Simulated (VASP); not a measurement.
**CuSi4P3: single point with PBEsol**

The system is CuSi4P3.

```
Si Cu P
1.0
     1.93579    1.11763   11.55433
    -1.93579    1.11763   11.55433
     0.00000   -2.23525   11.55433
Si Cu P
4 1 3
Direct
  0.75058 0.75058 0.75058
  0.49801 0.49801 0.49801
  0.25024 0.25024 0.25024
  0.06315 0.06315 0.06315
  0.99450 0.99450 0.99450
  0.81641 0.81641 0.81641
  0.56323 0.56323 0.56323
  0.31389 0.31389 0.31389
```

| Property | Result |
| --- | --- |
| Program | VASP 6.6.1 |
| Task | single point |
| Functional | PBEsol |
| Potentials or basis | VASP PAW PBE potentials, release 64 (Si, Cu, P) |
| Cutoff | 520 eV |
| k mesh | 3 × 3 × 3 |
| Occupations | gaussian, width 0.1 eV |
| Spin | no spin polarisation |
| Dipole correction | no |
| Further INCAR settings | ALGO = Normal; EDIFF = 1e-07; NBANDS = 31 |

The pressure is -1.6 GPa, the largest force is 0.407 eV/Å and the band gap on the k mesh is zero (bands 21 and 22 overlap by 0.89 eV).

Forces in eV/Å, atoms in the order of the input:
```
Si   0.000  0.000 -0.074
Si   0.000  0.000  0.078
Si   0.000  0.000 -0.217
Si   0.000  0.000  0.063
Cu   0.000  0.000 -0.161
P    0.000  0.000 -0.300
P    0.000  0.000  0.205
P    0.000  0.000  0.407
```

Stress tensor (GPa, compression positive):
```
-0.74  0.00  0.00
 0.00 -0.74  0.00
 0.00  0.00 -3.36
```

Levels at points of the mesh, in eV from the Fermi level:
```tsv
k point	band 17	band 18	band 19	band 20	band 21	band 22	band 23	band 24	band 25	band 26
(0.00, 0.00, 0.00)	-0.66	-0.43	-0.43	0.05	0.79	0.93	0.93	2.09	2.09	2.49
```

It took 7.7 min on 1 thread of Intel(R) Xeon(R) 6975P-C (Granite Rapids) (shared host), peak memory 1.2 GiB.

Caveat: the k points lie up to 0.63 Å⁻¹ apart, too coarse for converged energies and pressures of a metal; the PAW data sets were made with another functional, which shifts forces and pressure a little.
